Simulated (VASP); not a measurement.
# SrO (I4/mmm) in VASP: notebook

The runs below take SrO through single point, with PBE, r2SCAN.

All numbers are computed with VASP 6.6.1; they aren't measurements. Logs are shortened: lines on timing, memory, paths and dates and some standing lists are left out, and cuts for length are marked.

### Step 1. The cell of the first run

The structure is tetragonal, space group I4/mmm (No. 139). Conventional cell: a = 3.466 Å, b = 3.466 Å, c = 5.314 Å, α = 90.00°, β = 90.00°, γ = 90.00°. Sr (site symmetry 4/mmm) has 6 O at 2.45 to 2.66 Å within 3.2 Å. O (site symmetry 4/mmm) has 6 Sr at 2.45 to 2.66 Å within 3.2 Å.

### Step 2. Single point, PBE (epitaxial xy strain -5.0%)

File INCAR:

```
  PREC = Accurate
  ENCUT = 520
  EDIFF = 1E-6
  ISMEAR = -1
  SIGMA = 0.02
  LREAL = F
  LASPH = T
  NELM = 60
  ALGO = Normal
  ISIF = 2
  LWAVE = F
  LCHARG = F
  GGA = PE
  NBANDS = 15
```

File KPOINTS:

```
Automatic mesh
0
Gamma
  8 8 8
```

File POSCAR:

```
SrO
1.0
    0.0000000000      2.4508977102      2.6570480877
    2.4508977102      0.0000000000      2.6570480877
    2.4508977102      2.4508977102      0.0000000000
Sr O
1 1
Direct
    0.0000000000      0.0000000000      0.0000000000
    0.5000000000      0.5000000000      0.5000000000
```

Potentials or basis: VASP PAW PBE potentials, release 64 (Sr_sv, O).

Started as:

```
$ cat potpaw_PBE.64/Sr_sv/POTCAR potpaw_PBE.64/O/POTCAR > POTCAR
$ mpirun -np 1 vasp_std > vasp.out
```

OUTCAR:

```text
PREC = Accurate
   ENCUT = 520
   EDIFF = 1E-6
   ISMEAR = -1
   LREAL = F
   LASPH = T
   NELM = 60
   ISIF = 2
   GGA = PE

 ion  position               nearest neighbor table
   1  0.000  0.000  0.000-   2 2.45   2 2.45   2 2.45   2 2.45   2 2.66   2 2.66
   2  0.500  0.500  0.500-   1 2.45   1 2.45   1 2.45   1 2.45   1 2.66   1 2.66

  LATTYP: Found a body centered tetragonal cell.
 ALAT       =     3.4660927818
 C/A-ratio  =     1.5331661643

  Lattice vectors:

 A1 = (  -2.4508977102,   0.0000000000,   2.6570480877)
 A2 = (   2.4508977102,   0.0000000000,   2.6570480877)
 A3 = (   0.0000000000,   2.4508977102,  -2.6570480877)

Analysis of symmetry for initial positions (statically):
=====================================================================
 Subroutine PRICEL returns:
 Original cell was already a primitive cell.

 Routine SETGRP: Setting up the symmetry group for a
 body centered tetragonal supercell.

 Subroutine GETGRP returns: Found 16 space group operations
 (whereof 16 operations were pure point group operations)
 out of a pool of 16 trial point group operations.

The static configuration has the point symmetry D_4h.

Analysis of symmetry for dynamics (positions and initial velocities):
=====================================================================
 Subroutine PRICEL returns:
 Original cell was already a primitive cell.

 Routine SETGRP: Setting up the symmetry group for a
 body centered tetragonal supercell.

 Subroutine GETGRP returns: Found 16 space group operations
 (whereof 16 operations were pure point group operations)
 out of a pool of 16 trial point group operations.

The dynamic configuration has the point symmetry D_4h.

 Subroutine INISYM returns: Found 16 space group operations
 (whereof 16 operations are pure point group operations),
 and found     1 'primitive' translations

----------------------------------------------------------------------------------------

                                     Primitive cell

  volume of cell :      31.9212

  direct lattice vectors                    reciprocal lattice vectors
     0.000000000  2.450897710  2.657048088    -0.204006882  0.204006882  0.188178755
     2.450897710  0.000000000  2.657048088     0.204006882 -0.204006882  0.188178755
     2.450897710  2.450897710  0.000000000     0.204006882  0.204006882 -0.188178755

  length of vectors
     3.614803470  3.614803470  3.466092782     0.344454437  0.344454437  0.344454437

  position of ions in fractional coordinates (direct lattice)
     0.000000000  0.000000000  0.000000000
     0.500000000  0.500000000  0.500000000

  ion indices of the primitive-cell ions
   primitive index   ion index
                 1           1
                 2           2

----------------------------------------------------------------------------------------

 KPOINTS: Automatic mesh

Automatic generation of k-mesh.
 Grid dimensions read from file:
 generate k-points for:    8    8    8

 Generating k-lattice:

  Cartesian coordinates                     Fractional coordinates (reciprocal lattice)
    -0.025500860  0.025500860  0.023522344     0.125000000  0.000000000  0.000000000
     0.025500860 -0.025500860  0.023522344     0.000000000  0.125000000  0.000000000
     0.025500860  0.025500860 -0.023522344     0.000000000  0.000000000  0.125000000

  Length of vectors
     0.043056805  0.043056805  0.043056805

  Shift w.r.t. Gamma in fractional coordinates (k-lattice)
     0.000000000  0.000000000  0.000000000

 Subroutine IBZKPT returns following result:
 ===========================================

 Found     59 irreducible k-points:

 Following reciprocal coordinates:
            Coordinates               Weight
  0.000000  0.000000  0.000000      1.000000
  0.125000  0.000000  0.000000      8.000000
  0.250000  0.000000  0.000000      8.000000
  0.375000 -0.000000  0.000000      8.000000
  0.500000  0.000000  0.000000      4.000000
  0.125000  0.125000  0.000000      2.000000
[... 16 lines left out ...]
  0.250000  0.000000  0.125000     16.000000
  0.375000  0.000000  0.125000     16.000000
 [... further k-points ...]
   k-points           NKPTS =     59   k-points in BZ     NKDIM =     59   number of bands    NBANDS=     15
   number of dos      NEDOS =    301   number of ions     NIONS =      2
   total plane-waves  NPLWV =  21952
   dimension x,y,z NGX =    28 NGY =   28 NGZ =   28
   dimension x,y,z NGXF=    56 NGYF=   56 NGZF=   56
   ions per type =               1   1
   NGX,Y,Z   is equivalent  to a cutoff of  12.88, 12.88, 13.43 a.u.
   NGXF,Y,Z  is equivalent  to a cutoff of  25.75, 25.75, 26.86 a.u.
 SYSTEM =  unknown system
   PREC   = accura    normal or accurate (medium, high low for compatibility)
   ISTART =      0    job   : 0-new  1-cont  2-samecut
   ICHARG =      2    charge: 1-file 2-atom 10-const
   ISPIN  =      1    spin polarized calculation?
   LNONCOLLINEAR =      F non collinear calculations
   LSORBIT =      F    spin-orbit coupling
   LASPH  =      T    aspherical Exc in radial PAW
   ENCUT  =  520.0 eV  38.22 Ry    6.18 a.u.   6.72  6.72  6.44*2*pi/ulx,y,z
   NELM   =     60;   NELMIN=  2; NELMDL= -5     # of ELM steps
   EDIFF  = 0.1E-05   stopping-criterion for ELM
   LREAL  =      F    real-space projection
[... 7 lines left out ...]
   TEBEG  =    0.0;   TEEND  =   0.0 temperature during run
   PSTRESS=    0.0 pullay stress
   NELECT =      16.0000    total number of electrons
   NUPDOWN=      -1.0000    fix difference up-down
   EMIN   =  10.00;   EMAX   =-10.00  energy-range for DOS
   EFERMI =   0.00;   METHOD = LEGACY
   ISMEAR =    -1;   SIGMA  =   0.02  broadening in eV -4-tet -1-fermi 0-gaus
   EFERMI_NEDOS =   21; number of points for ismear=-14 and -15
   IALGO  =     38    algorithm
   IMIX   =      4    mixing-type and parameters
     AMIX     =   0.40;   BMIX     =  1.00
     AMIX_MAG =   1.60;   BMIX_MAG =  1.00
  volume/ion in A,a.u.               =      15.96       107.71
  Fermi-wavevector in a.u.,A,eV,Ry     =   1.300434  2.457463 23.009192  1.691128
  Thomas-Fermi vector in A             =   2.431633
   LORBIT       =      0    0 simple, 1 ext, 2 COOP (PROOUT), +10 PAW based schemes
   GGA     = PE    functional components
   LHFCALC =     F    Hartree Fock is set to
   AEXX    =    0.0000 exact exchange contribution
   IVDW    =     0    specifies the selected vdW correction
   LEPSILON=     F    determine dielectric tensor
   LRPA    =     F    only Hartree local field effects (RPA)
 non-spin polarized calculation
  energy-cutoff  :      520.00
  volume of cell :       31.92
 maximum number of plane-waves:       885
   NGX = 13   NGY = 13   NGZ = 13

 number of electron      15.9999999 magnetization

 Free energy of the ion-electron system (eV)
  ---------------------------------------------------
  ext. energy  EPLUGINS =         0.00000000
  ---------------------------------------------------
  free energy    TOTEN  =       -11.87245474 eV

  energy without entropy =      -11.87245474  energy(sigma->0) =      -11.87245474

 E-fermi :   2.5030     XC(G=0): -10.3151

 val. band max:        2.1073876132   @ k =   0.5000   0.0000   0.5000
 cond. band min:       5.1330002280   @ k =   0.5000   0.0000   0.5000
 fundamental gap:      3.0256126148
 Fermi energy:         2.5030451791

 k-point     1 :       0.0000    0.0000    0.0000
  band No.  band energies     occupation
      1     -30.1821      2.00000
      2     -13.2080      2.00000
      3     -11.7972      2.00000
      4     -11.7317      2.00000
      5     -11.7317      2.00000
      6       1.7770      2.00000
      7       2.0915      2.00000
      8       2.0915      2.00000
      9       6.2143      0.00000
     10       7.9128      0.00000
     11       8.5840      0.00000
     12       8.5840      0.00000
     13      10.3672      0.00000
     14      11.2122      0.00000
     15      15.0536      0.00000

 k-point     2 :       0.1250    0.0000    0.0000
  band No.  band energies     occupation
      1     -30.1554      2.00000
      2     -13.5944      2.00000
      3     -11.8167      2.00000
      4     -11.7327      2.00000
      5     -11.4091      2.00000
      6       1.4497      2.00000
      7       1.7382      2.00000
      8       1.8437      2.00000
      9       6.9077      0.00000
     10       8.0867      0.00000
     11       8.6138      0.00000
     12       8.8852      0.00000
     13      10.8235      0.00000
     14      11.6913      0.00000
     15      16.1221      0.00000

 k-point     3 :       0.2500    0.0000    0.0000
  band No.  band energies     occupation
      1     -30.0899      2.00000
      2     -14.2349      2.00000
      3     -11.8826      2.00000
      4     -11.7347      2.00000
      5     -10.9024      2.00000
      6       0.6340      2.00000
      7       1.2263      2.00000
      8       1.3130      2.00000
      9       8.1609      0.00000
     10       8.4695      0.00000
     11       9.4610      0.00000
     12       9.7128      0.00000
     13      11.9453      0.00000
     14      12.8584      0.00000
     15      18.2358      0.00000
[... 343 lines left out ...]
 k-point    23 :       0.2500    0.0000    0.1250
  band No.  band energies     occupation
      1     -30.0890      2.00000
      2     -14.1343      2.00000
      3     -11.9189      2.00000
      4     -11.8585      2.00000
      5     -10.9102      2.00000
      6       0.6011      2.00000
      7       1.3985      2.00000
      8       1.7097      2.00000
      9       7.3839      0.00000
     10       7.8298      0.00000
     11       9.7070      0.00000
     12      10.1183      0.00000
     13      11.5405      0.00000
     14      13.1531      0.00000
     15      18.3788      0.00000

 k-point    24 :       0.3750    0.0000    0.1250
  band No.  band energies     occupation
      1     -30.0231      2.00000
      2     -14.5565      2.00000
      3     -11.9858      2.00000
      4     -11.8574      2.00000
      5     -10.7200      2.00000
      6       0.2188      2.00000
      7       0.9625      2.00000
      8       1.2189      2.00000
      9       7.7158      0.00000
     10       9.1846      0.00000
     11      10.8262      0.00000
     12      11.1032      0.00000
     13      12.8833      0.00000
     14      14.0784      0.00000
     15      18.4869      0.00000

 [... further k-points ...]
[... 5 lines left out ...]
  --------------------------------------------------------------------------------------
  -------------------------------------------------------------------------------------
  Total        3.3913983      3.3913983      0.4919221      0.0000000      0.0000000      0.0000000
  in kB      170.2196110    170.2196110     24.6903429      0.0000000      0.0000000      0.0000000
  external PRESSURE =     121.7098550 kB  Pullay stress =       0.0000000 kB

 VOLUME and BASIS-vectors are now :
 -----------------------------------------------------------------------------
  energy-cutoff  :      520.00
  volume of cell :       31.92
      direct lattice vectors                 reciprocal lattice vectors
     0.000000000  2.450897710  2.657048088    -0.204006882  0.204006882  0.188178755
     2.450897710  0.000000000  2.657048088     0.204006882 -0.204006882  0.188178755
     2.450897710  2.450897710  0.000000000     0.204006882  0.204006882 -0.188178755

 POSITION                                       TOTAL-FORCE (eV/Angst)
 -----------------------------------------------------------------------------------
      0.00000      0.00000      0.00000         0.000000      0.000000      0.000000
      2.45090      2.45090      2.65705        -0.000000     -0.000000      0.000000
 -----------------------------------------------------------------------------------
    total drift:                                0.000000      0.000000      0.000000

  FREE ENERGIE OF THE ION-ELECTRON SYSTEM (eV)
  ---------------------------------------------------
  free  energy   TOTEN  =       -11.8724547413 eV

  energy  without entropy=      -11.8724547413  energy(sigma->0) =      -11.87245474
```

Wall time 24 s (1 thread of Intel Xeon Platinum 8259CL at 2.50GHz (Skylake/Cascade Lake), shared host); peak memory 0.18 GiB.

Results:

* Free energy: -11.8725 eV
* Pressure: 12.2 GPa
* Band gap on the k mesh: 3.03 eV, direct

Caveat: the cell differs from its parent crystal (epitaxial xy strain -5.0%). A k mesh can miss the band edges.

[end of part 1 of 2]
